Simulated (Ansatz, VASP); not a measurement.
## GaSb3 in VASP and in Ansatz

File INCAR:

```
SYSTEM = GaSb3
ALGO = Normal
EDIFF = 1E-6
ENCUT = 520
GGA = PS
ISIF = 2
ISMEAR = 0
LASPH = .True.
LCHARG = .False.
LREAL = .False.
LWAVE = .False.
NBANDS = 22
NELM = 100
PREC = Accurate
SIGMA = 0.15
```

KPOINTS

```
k-points
0
Gamma
  10 10 10
  0 0 0
```

The input POSCAR:

```
GaSb3
1.0
    0.0000000000      3.6466703981      3.6466703981
    3.6466703981      0.0000000000      3.6466703981
    3.6466703981      3.6466703981      0.0000000000
Ga Sb
1 3
Direct
    0.0000000000      0.0000000000      0.0000000000
    0.2500000000      0.2500000000      0.2500000000
    0.7500000000      0.7500000000      0.7500000000
    0.5000000000      0.5000000000      0.5000000000
```

Input for Ansatz:

```yaml
crystal:
  lattice:
    - [0.0, 3.6466703981, 3.6466703981]
    - [3.6466703981, 0.0, 3.6466703981]
    - [3.6466703981, 3.6466703981, 0.0]
  atoms:
    - { symbol: Ga, position: [0.0, 0.0, 0.0] }
    - { symbol: Sb, position: [0.25, 0.25, 0.25] }
    - { symbol: Sb, position: [0.75, 0.75, 0.75] }
    - { symbol: Sb, position: [0.5, 0.5, 0.5] }
basis:
  ecutwfc: 420
kpoints:
  mp_grid: { grid: [10, 10, 10] }
hamiltonian:
  xc: pbesol
  pseudopotentials: { kind: paw, azcp: { folder: soft_1 } }
scf:
  occupations: { method: gaussian, width: 0.15 }
output:
  forces: true
  stress: true
  eigenvalues: true
  write_density: true
  write_potential: true
  elf: true
  volumetric_format: npy
```

Alike in both runs: task single point; functional PBEsol; k mesh 10 × 10 × 10; occupations gaussian, width 0.15 eV; no spin polarisation.

```csv
,VASP,Ansatz
version,VASP 6.6.1,Ansatz 0.2.0
potentials or method,"VASP PAW PBE potentials, release 64 (Ga_d, Sb), cutoff 520 eV","scalar-relativistic, plane waves, PAW"
valence electrons in the cell,28,58
```

|  | VASP | Ansatz | Ansatz less VASP |
| --- | --- | --- | --- |
| gap on the k mesh at the Fermi level (eV) | none | none | - |
| pressure (GPa) | 0.0 | 0.0 | -0.01 |

VASP's potentials were made for PBE, not for PBEsol, and Ansatz warns of the same on its side. A gap of «none» marks a metal or a gap that the smearing closes. The functional is the same, so the differences come from potentials, cutoffs and numerics. VASP's potentials hold 28 valence electrons a cell and Ansatz's 58, so a difference there can come from the potentials and not from the codes.

Spin-orbit coupling is off throughout.
